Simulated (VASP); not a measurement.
**Bi2CS3: single point with PBE**

Crystal: Bi2CS3.

```
Bi C S
1.0
     4.14162    0.00000    0.00000
     0.00000    4.41215    4.03620
     0.00000   -4.41215    4.03620
Bi C S
2 1 3
Cartesian
  0.0000 0.0000 8.0576
  2.0708 0.0000 3.5274
  0.0000 0.0000 2.3338
  0.0000 0.0000 5.4228
  2.0708 2.6385 4.4559
  2.0708 -2.6385 4.4559
```

* Program: VASP 6.6.1
* Task: single point
* Functional: PBE
* Potentials or basis: VASP PAW PBE potentials, release 64 (Bi_d, C, S)
* Cutoff: 520 eV
* k mesh: 10 × 6 × 6
* Occupations: gaussian, width 0.1 eV
* Spin: no spin polarisation

The pressure is 0.0 GPa. The largest force is 0.017 eV/Å and the band gap on the k mesh is zero (band 26 reaches 4.40 eV, above the bottom of band 27 at 3.76 eV).

Forces in eV/Å, atoms in the order of the input:
```
Bi   0.000  0.000 -0.017
Bi   0.000  0.000  0.010
C    0.000  0.000 -0.003
S    0.000  0.000  0.007
S    0.000 -0.002  0.002
S    0.000  0.002  0.002
```

Levels at points of the mesh, in eV from the Fermi level:
| k point | band 22 | band 23 | band 24 | band 25 | band 26 | band 27 | band 28 | band 29 | band 30 | band 31 |
| --- | --- | --- | --- | --- | --- | --- | --- | --- | --- | --- |
| (0.00, 0.00, 0.00) | -1.69 | -1.33 | -1.15 | -0.94 | -0.19 | 0.42 | 0.43 | 2.09 | 2.66 | 2.97 |
| (0.50, 0.00, 0.00) | -2.35 | -1.56 | -1.35 | -1.21 | -0.39 | -0.20 | 1.07 | 4.25 | 4.64 | 4.80 |
| (0.00, 0.50, 0.00) | -1.72 | -1.10 | -0.96 | -0.65 | -0.26 | 0.02 | 0.73 | 2.43 | 2.60 | 3.64 |
| (0.50, 0.50, 0.00) | -2.01 | -1.06 | -0.53 | -0.12 | 0.03 | 0.72 | 1.00 | 2.45 | 3.78 | 4.40 |
| (0.00, 0.50, 0.50) | -1.53 | -1.28 | -1.05 | -0.96 | -0.65 | -0.51 | 0.16 | 2.76 | 3.06 | 3.90 |
| (0.50, 0.50, 0.50) | -2.10 | -1.01 | -0.68 | -0.67 | -0.50 | 0.19 | 0.26 | 2.94 | 4.02 | 4.47 |

Wall time 3.2 min on 1 thread of AMD EPYC 9R45 96-Core Processor (Zen 5), with other jobs on the host, peak memory 0.45 GiB.

Caveat: spin-orbit coupling is left out, which moves the levels of the heavy elements.
